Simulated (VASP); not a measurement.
Here is a VASP 6.6.1 calculation.

The input INCAR:

```
SYSTEM = HC18F
  ALGO = Normal
  EDIFF = 1E-7
  ENCUT = 520
  GGA = PE
  ISIF = 2
  ISMEAR = 0
  LASPH = .True.
  LCHARG = .False.
  LREAL = Auto
  LWAVE = .False.
  NBANDS = 56
  NELM = 80
  PREC = Accurate
  SIGMA = 0.02
```

The input KPOINTS:

```
k-points
0
Gamma
  2 2 1
  0 0 0
```

File POSCAR:

```
HC18F
1.0
    7.3980000000      0.0000000000      0.0000000000
   -3.6990000000      6.4068560000      0.0000000000
    0.0000000000      0.0000000000     12.0000000000
C F H
18 1 1
Direct
   -0.0385147457     -0.0190740981      0.0772921667
    0.1840681340      0.0922349433      0.0772100833
   -0.0373126287      0.3133009389      0.0780895833
    0.1829388426      0.4234189125      0.0777836667
   -0.0394506877      0.6454487193      0.0772808333
    0.1850282259      0.7576614801      0.0772535000
    0.2962132442     -0.0199676721      0.0772398333
    0.5159621744      0.0899146165      0.0773720000
    0.2940845606      0.3119598755      0.0773539167
    0.5183849018      0.4242985951      0.0772755000
    0.2950118141      0.6479682078      0.0773899167
    0.5174169832      0.7589499436      0.0773318333
    0.6271225799     -0.0213463515      0.0774289167
    0.8514227821      0.0905887381      0.0776187500
    0.6280868126      0.3143231251      0.0773669167
    0.8504690332      0.4257250358      0.0775400000
    0.6295468372      0.6466981621      0.0773034167
    0.8492660236      0.7565642181      0.0772340000
    1.0367060555      0.3379476611      0.3465689167
    1.0343748877      0.3390514786      0.2683990000
```

Potentials or basis: VASP PAW PBE potentials, release 64 (C, F, H).

Launch:

```console
$ cat potpaw_PBE.64/C/POTCAR potpaw_PBE.64/F/POTCAR potpaw_PBE.64/H/POTCAR > POTCAR
$ mpirun -np 1 vasp_std > vasp.out
```

(1) What does it give for the band gap on the k mesh?

(2) Predict the largest force.

Answers

(1) 0.19 eV.

(2) 0.285 eV/Å.

Caveat: the k points lie up to 0.49 Å⁻¹ apart; there is no dipole correction, which matters where the two faces differ; semilocal functionals underestimate gaps, and a narrow one can read as zero.
